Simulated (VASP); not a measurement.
# SrCdSiS4 (Ama2) in VASP: single point with PBEsol

Aim: the single point of SrCdSiS4 with PBEsol.

All numbers are computed with VASP 6.6.1; they aren't measurements. Logs are shortened: lines on timing, memory, paths and dates and some standing lists are left out, and cuts for length are marked.

## (1) The cell of the first run

It takes space group Ama2 (No. 40, orthorhombic). Conventional cell: a = 10.254 Å, b = 10.079 Å, c = 6.318 Å, α = 90.00°, β = 90.00°, γ = 90.00°. Sr (site symmetry 2) has 8 S at 3.00 to 3.13 Å and 2 Si at 3.83 Å within 3.9 Å. Within 3.2 Å of Cd (site symmetry m) lie 4 S at 2.44 to 2.62 Å and 1 Si at 3.08 Å. Si (site symmetry m) has 4 S at 2.12 to 2.16 Å within 2.8 Å. Within 2.8 Å of S (site symmetry 1) lie 1 Si at 2.14 Å and 1 Cd at 2.58 Å. Within 3.0 Å of S (site symmetry m) lie 1 Si at 2.16 Å and 1 Cd at 2.44 Å and 2 Sr at 3.00 Å. Within 2.8 Å of S (site symmetry m) lie 1 Si at 2.12 Å and 1 Cd at 2.62 Å.

## (2) Single point, PBEsol

INCAR

```
  PREC = Accurate
  ENCUT = 500
  EDIFF = 1E-6
  ISMEAR = 0
  SIGMA = 0.02
  LREAL = False
  LASPH = True
  NELM = 120
  ALGO = Normal
  ISIF = 2
  LWAVE = False
  LCHARG = False
  GGA = PS
  NBANDS = 63
  GGA_COMPAT = False
```

KPOINTS

```
regular mesh
0
Gamma
  4 4 4
```

POSCAR

```
SrCdSiS4
1.0
   10.2539221815      0.0000000000      0.0000000000
    0.0000000000      5.0393165803      3.1591883406
    0.0000000000     -5.0393165803      3.1591883406
Sr Cd Si S
2 2 2 8
Direct
    0.0000000000      0.0014150776      0.0014150776
    0.5000000000      0.0014150776      0.0014150776
    0.7500000000      0.2745763901      0.6065954575
    0.2500000000      0.6065954575      0.2745763901
    0.7500000000      0.7076203209      0.2707787993
    0.2500000000      0.2707787993      0.7076203209
    0.4180203597      0.4650395175      0.9165283532
    0.5819796403      0.9165283532      0.4650395175
    0.0819796403      0.4650395175      0.9165283532
    0.9180203597      0.9165283532      0.4650395175
    0.7500000000      0.7135896252      0.9110167131
    0.2500000000      0.9110167131      0.7135896252
    0.7500000000      0.3239240375      0.1903327601
    0.2500000000      0.1903327601      0.3239240375
```

Potentials or basis: VASP PAW PBE potentials, release 64 (Sr_sv, Cd, Si, S).

The run is started by

```
cat potpaw_PBE.64/Sr_sv/POTCAR potpaw_PBE.64/Cd/POTCAR potpaw_PBE.64/Si/POTCAR potpaw_PBE.64/S/POTCAR > POTCAR
mpirun -np 1 vasp_std > vasp.out
```

OUTCAR:

```text
PREC = Accurate
   ENCUT = 500
   EDIFF = 1E-6
   ISMEAR = 0
   LREAL = False
   LASPH = True
   NELM = 120
   ISIF = 2
   GGA = PS

 ion  position               nearest neighbor table
   1  0.000  0.001  0.001-  11 3.00  12 3.00  13 3.10  14 3.10  10 3.12   9 3.12   9 3.13  10 3.13
                             5 3.83   6 3.83   4 4.13   3 4.13   3 4.25   4 4.25   2 5.13   2 5.13
   2  0.500  0.001  0.001-  11 3.00  12 3.00  13 3.10  14 3.10   8 3.12   7 3.12   7 3.13   8 3.13
                             5 3.83   6 3.83   4 4.13   3 4.13   3 4.25   4 4.25   1 5.13   1 5.13
   3  0.750  0.275  0.607-  11 2.44  10 2.58   8 2.58  13 2.62   5 3.08   2 4.13   1 4.13   2 4.25
                             1 4.25
   4  0.250  0.607  0.275-  12 2.44   9 2.58   7 2.58  14 2.62   6 3.08   1 4.13   2 4.13   2 4.25
                             1 4.25
   5  0.750  0.708  0.271-  13 2.12  10 2.14   8 2.14  11 2.16   3 3.08   1 3.83   2 3.83
   6  0.250  0.271  0.708-  14 2.12   9 2.14   7 2.14  12 2.16   4 3.08   1 3.83   2 3.83
   7  0.418  0.465  0.917-   6 2.14   4 2.58   2 3.12   2 3.13
   8  0.582  0.917  0.465-   5 2.14   3 2.58   2 3.12   2 3.13
   9  0.082  0.465  0.917-   6 2.14   4 2.58   1 3.12   1 3.13
  10  0.918  0.917  0.465-   5 2.14   3 2.58   1 3.12   1 3.13
  11  0.750  0.714  0.911-   5 2.16   3 2.44   1 3.00   2 3.00
  12  0.250  0.911  0.714-   6 2.16   4 2.44   1 3.00   2 3.00
  13  0.750  0.324  0.190-   5 2.12   3 2.62   1 3.10   2 3.10
  14  0.250  0.190  0.324-   6 2.12   4 2.62   1 3.10   2 3.10

  LATTYP: Found a base centered orthorhombic cell.
 ALAT       =     6.3183766812
 B/A-ratio  =     1.5951301527
 C/A-ratio  =     1.6228728832

  Lattice vectors:

 A1 = (   0.0000000000,   5.0393165803,   3.1591883406)
 A2 = (   0.0000000000,  -5.0393165803,   3.1591883406)
 A3 = (  10.2539221815,   0.0000000000,   0.0000000000)

Analysis of symmetry for initial positions (statically):
=====================================================================
 Subroutine PRICEL returns:
 Original cell was already a primitive cell.

 Routine SETGRP: Setting up the symmetry group for a
 base centered orthorhombic supercell.

 Subroutine GETGRP returns: Found  4 space group operations
 (whereof  2 operations were pure point group operations)
 out of a pool of  8 trial point group operations.

The static configuration has the point symmetry C_2 .
 The point group associated with its full space group is C_2v.

Analysis of symmetry for dynamics (positions and initial velocities):
=====================================================================
 Subroutine PRICEL returns:
 Original cell was already a primitive cell.

 Routine SETGRP: Setting up the symmetry group for a
 base centered orthorhombic supercell.

 Subroutine GETGRP returns: Found  4 space group operations
 (whereof  2 operations were pure point group operations)
 out of a pool of  8 trial point group operations.

The dynamic configuration has the point symmetry C_2 .
 The point group associated with its full space group is C_2v.

 Subroutine INISYM returns: Found  4 space group operations
 (whereof  2 operations are pure point group operations),
 and found     1 'primitive' translations

----------------------------------------------------------------------------------------

                                     Primitive cell

  volume of cell :     326.4880

  direct lattice vectors                    reciprocal lattice vectors
    10.253922182  0.000000000  0.000000000     0.097523658  0.000000000  0.000000000
     0.000000000  5.039316580  3.159188341     0.000000000  0.099219803  0.158268500
     0.000000000 -5.039316580  3.159188341     0.000000000 -0.099219803  0.158268500

  length of vectors
    10.253922182  5.947703974  5.947703974     0.097523658  0.186797986  0.186797986

  position of ions in fractional coordinates (direct lattice)
     0.000000000  0.001415078  0.001415078
     0.500000000  0.001415078  0.001415078
     0.750000000  0.274576390  0.606595457
     0.250000000  0.606595457  0.274576390
     0.750000000  0.707620321  0.270778799
     0.250000000  0.270778799  0.707620321
     0.418020360  0.465039518  0.916528353
     0.581979640  0.916528353  0.465039518
     0.081979640  0.465039518  0.916528353
     0.918020360  0.916528353  0.465039518
     0.750000000  0.713589625  0.911016713
     0.250000000  0.911016713  0.713589625
     0.750000000  0.323924037  0.190332760
     0.250000000  0.190332760  0.323924037

  ion indices of the primitive-cell ions
   primitive index   ion index
                 1           1
                 2           2
                 3           3
                 4           4
                 5           5
                 6           6
                 7           7
                 8           8
                 9           9
                10          10
                11          11
                12          12
                13          13
                14          14

----------------------------------------------------------------------------------------

 KPOINTS: regular mesh

Automatic generation of k-mesh.
 Grid dimensions read from file:
 generate k-points for:    4    4    4

 Generating k-lattice:

  Cartesian coordinates                     Fractional coordinates (reciprocal lattice)
     0.024380915  0.000000000  0.000000000     0.250000000  0.000000000  0.000000000
     0.000000000  0.024804951  0.039567125     0.000000000  0.250000000  0.000000000
     0.000000000 -0.024804951  0.039567125     0.000000000  0.000000000  0.250000000

  Length of vectors
     0.024380915  0.046699496  0.046699496

  Shift w.r.t. Gamma in fractional coordinates (k-lattice)
     0.000000000  0.000000000  0.000000000

 Subroutine IBZKPT returns following result:
 ===========================================

 Found     21 irreducible k-points:

 Following reciprocal coordinates:
            Coordinates               Weight
  0.000000  0.000000  0.000000      1.000000
  0.250000  0.000000  0.000000      2.000000
  0.500000  0.000000  0.000000      1.000000
  0.000000  0.250000  0.000000      4.000000
  0.250000  0.250000  0.000000      8.000000
  0.500000  0.250000  0.000000      4.000000
[... 13 lines left out ...]
  0.250000  0.500000  0.500000      2.000000
  0.500000  0.500000  0.500000      1.000000
   k-points           NKPTS =     21   k-points in BZ     NKDIM =     21   number of bands    NBANDS=     63
   number of dos      NEDOS =    301   number of ions     NIONS =     14
   total plane-waves  NPLWV = 184320
   dimension x,y,z NGX =    80 NGY =   48 NGZ =   48
   dimension x,y,z NGXF=   160 NGYF=   96 NGZF=   96
   ions per type =               2   2   2   8
   NGX,Y,Z   is equivalent  to a cutoff of  12.97, 13.42, 13.42 a.u.
   NGXF,Y,Z  is equivalent  to a cutoff of  25.94, 26.83, 26.83 a.u.
 SYSTEM =  unknown system
   PREC   = accura    normal or accurate (medium, high low for compatibility)
   ISTART =      0    job   : 0-new  1-cont  2-samecut
   ICHARG =      2    charge: 1-file 2-atom 10-const
   ISPIN  =      1    spin polarized calculation?
   LNONCOLLINEAR =      F non collinear calculations
   LSORBIT =      F    spin-orbit coupling
   LASPH  =      T    aspherical Exc in radial PAW
   ENCUT  =  500.0 eV  36.75 Ry    6.06 a.u.  18.70 10.84 10.84*2*pi/ulx,y,z
   NELM   =    120;   NELMIN=  2; NELMDL= -5     # of ELM steps
   EDIFF  = 0.1E-05   stopping-criterion for ELM
   LREAL  =      F    real-space projection
   EDIFFG = 0.1E-04   stopping-criterion for IOM
   NSW    =      0    number of steps for IOM
   IBRION =     -1    ionic relax: 0-MD 1-quasi-New 2-CG
   NFREE  =      0    steps in history (QN), initial steepest desc. (CG)
   ISIF   =      2    stress and relaxation
   ISYM   =      2    0-nonsym 1-usesym 2-fastsym
   POTIM  = 0.5000    time-step for ionic-motion
   TEBEG  =    0.0;   TEEND  =   0.0 temperature during run
   PSTRESS=    0.0 pullay stress
   NELECT =     100.0000    total number of electrons
   NUPDOWN=      -1.0000    fix difference up-down
   EMIN   =  10.00;   EMAX   =-10.00  energy-range for DOS
   EFERMI =   0.00;   METHOD = LEGACY
   ISMEAR =     0;   SIGMA  =   0.02  broadening in eV -4-tet -1-fermi 0-gaus
   EFERMI_NEDOS =   21; number of points for ismear=-14 and -15
   IALGO  =     38    algorithm
   IMIX   =      4    mixing-type and parameters
     AMIX     =   0.40;   BMIX     =  1.00
     AMIX_MAG =   1.60;   BMIX_MAG =  1.00
  volume/ion in A,a.u.               =      23.32       157.37
  Fermi-wavevector in a.u.,A,eV,Ry     =   1.103534  2.085377 16.569006  1.217788
  Thomas-Fermi vector in A             =   2.239994
   LORBIT       =      0    0 simple, 1 ext, 2 COOP (PROOUT), +10 PAW based schemes
   GGA     = PS    functional components
   LHFCALC =     F    Hartree Fock is set to
   AEXX    =    0.0000 exact exchange contribution
   IVDW    =     0    specifies the selected vdW correction
   LEPSILON=     F    determine dielectric tensor
   LRPA    =     F    only Hartree local field effects (RPA)
 non-spin polarized calculation
 Gauss-broadening in eV      SIGMA  =   0.02
  energy-cutoff  :      500.00
  volume of cell :      326.49
 maximum number of plane-waves:      8326
 NGX is ok and might be reduce to    80
   NGX = 37   NGY = 21   NGZ = 21

 number of electron     100.0000000 magnetization

 number of electron      99.9999990 magnetization

 Free energy of the ion-electron system (eV)
  ---------------------------------------------------
  ext. energy  EPLUGINS =         0.00000000
  ---------------------------------------------------
  free energy    TOTEN  =       -68.73243246 eV

  energy without entropy =      -68.73243246  energy(sigma->0) =      -68.73243246

 E-fermi :   2.8232     XC(G=0):  -9.3679

 val. band max:        2.6488174759   @ k =   0.0000   0.5000   0.5000
 cond. band min:       5.3827123969   @ k =   0.0000   0.5000   0.0000
 fundamental gap:      2.7338949210
 Fermi energy:         2.8231705110

 k-point     1 :       0.0000    0.0000    0.0000
  band No.  band energies     occupation
      1     -31.2209      2.00000
      2     -31.2201      2.00000
      3     -13.4316      2.00000
      4     -13.3265      2.00000
      5     -13.3076      2.00000
      6     -13.3041      2.00000
[... 54 lines left out ...]
     61       8.4338      0.00000
     62       8.6396      0.00000

 k-point     2 :       0.2500    0.0000    0.0000
  band No.  band energies     occupation
      1     -31.2208      2.00000
      2     -31.2202      2.00000
      3     -13.4138      2.00000
      4     -13.3267      2.00000
      5     -13.3200      2.00000
      6     -13.3108      2.00000
[... 54 lines left out ...]
     61       8.3653      0.00000
     62       8.4836      0.00000

 k-point     3 :       0.5000    0.0000    0.0000
  band No.  band energies     occupation
      1     -31.2205      2.00000
      2     -31.2205      2.00000
      3     -13.3693      2.00000
      4     -13.3693      2.00000
      5     -13.3174      2.00000
      6     -13.3174      2.00000
[... 1159 lines left out ...]
     61       7.8898      0.00000
     62       8.0377      0.00000

 k-point    21 :       0.5000    0.5000    0.5000
  band No.  band energies     occupation
      1     -31.2203      2.00000
      2     -31.2203      2.00000
      3     -13.3697      2.00000
      4     -13.3697      2.00000
      5     -13.3327      2.00000
      6     -13.3327      2.00000
[... 54 lines left out ...]
     61       7.8971      0.00000
     62       7.8972      0.00000
 [bands above 62 left out]

------------------------ aborting loop because EDIFF is reached ----------------------------------------

  FORCE on cell =-STRESS in cart. coord.  units (eV):
  Direction    XX          YY          ZZ          XY          YZ          ZX
  --------------------------------------------------------------------------------------
  -------------------------------------------------------------------------------------
  Total        0.2811704      0.2831063      0.3964835      0.0000000      0.0000000      0.0000000
  in kB        1.3797900      1.3892900      1.9456672      0.0000000      0.0000000      0.0000000
  external PRESSURE =       1.5715824 kB  Pullay stress =       0.0000000 kB

 VOLUME and BASIS-vectors are now :
 -----------------------------------------------------------------------------
  energy-cutoff  :      500.00
  volume of cell :      326.49
      direct lattice vectors                 reciprocal lattice vectors
    10.253922182  0.000000000  0.000000000     0.097523658  0.000000000  0.000000000
     0.000000000  5.039316580  3.159188341     0.000000000  0.099219803  0.158268500
     0.000000000 -5.039316580  3.159188341     0.000000000 -0.099219803  0.158268500

 POSITION                                       TOTAL-FORCE (eV/Angst)
 -----------------------------------------------------------------------------------
      0.00000      0.00000      0.00894         0.000000      0.000000      0.005820
      5.12696      0.00000      0.00894         0.000000      0.000000      0.005820
      7.69044     -1.67315      2.78379         0.000000     -0.002624      0.000982
      2.56348      1.67315      2.78379         0.000000      0.002624      0.000982
      7.69044      2.20138      3.09095         0.000000     -0.001537     -0.005205
      2.56348     -2.20138      3.09095         0.000000      0.001537     -0.005205
      4.28635     -2.27520      4.36463         0.014024      0.019499     -0.023992
      5.96757      2.27520      4.36463        -0.014024     -0.019499     -0.023992
      0.84061     -2.27520      4.36463        -0.014024      0.019499     -0.023992
      9.41331      2.27520      4.36463         0.014024     -0.019499     -0.023992
      7.69044     -0.99490      5.13244         0.000000      0.000877      0.038205
      2.56348      0.99490      5.13244         0.000000     -0.000877      0.038205
      7.69044      0.67321      1.62463         0.000000      0.033410      0.008181
      2.56348     -0.67321      1.62463        -0.000000     -0.033410      0.008181
 -----------------------------------------------------------------------------------
    total drift:                                0.000000      0.000000     -0.001252

  FREE ENERGIE OF THE ION-ELECTRON SYSTEM (eV)
  ---------------------------------------------------
  free  energy   TOTEN  =       -68.7324324634 eV

  energy  without entropy=      -68.7324324634  energy(sigma->0) =      -68.73243246
```

Run time: 12 min. Hardware: 1 thread of Intel Xeon Platinum 8488C (Sapphire Rapids), shared host; peak memory 0.67 GiB.

Results:

| Property | Result |
| --- | --- |
| Free energy | -68.7324 eV |
| Pressure | 0.2 GPa |
| Largest force | 0.038 eV/Å |
| Band gap on the k mesh | 2.73 eV (least direct gap 2.79 eV) |

Forces in eV/Å, atoms in the order of the input:
```
Sr   0.000  0.000  0.006
Sr   0.000  0.000  0.006
Cd   0.000 -0.003  0.001
Cd   0.000  0.003  0.001
Si   0.000 -0.002 -0.005
Si   0.000  0.002 -0.005
S    0.014  0.019 -0.024
S   -0.014 -0.019 -0.024
S   -0.014  0.019 -0.024
S    0.014 -0.019 -0.024
S    0.000  0.001  0.038
S    0.000 -0.001  0.038
S    0.000  0.033  0.008
S    0.000 -0.033  0.008
```

Caveat: the PAW data sets were made with another functional, which shifts forces and pressure a little.
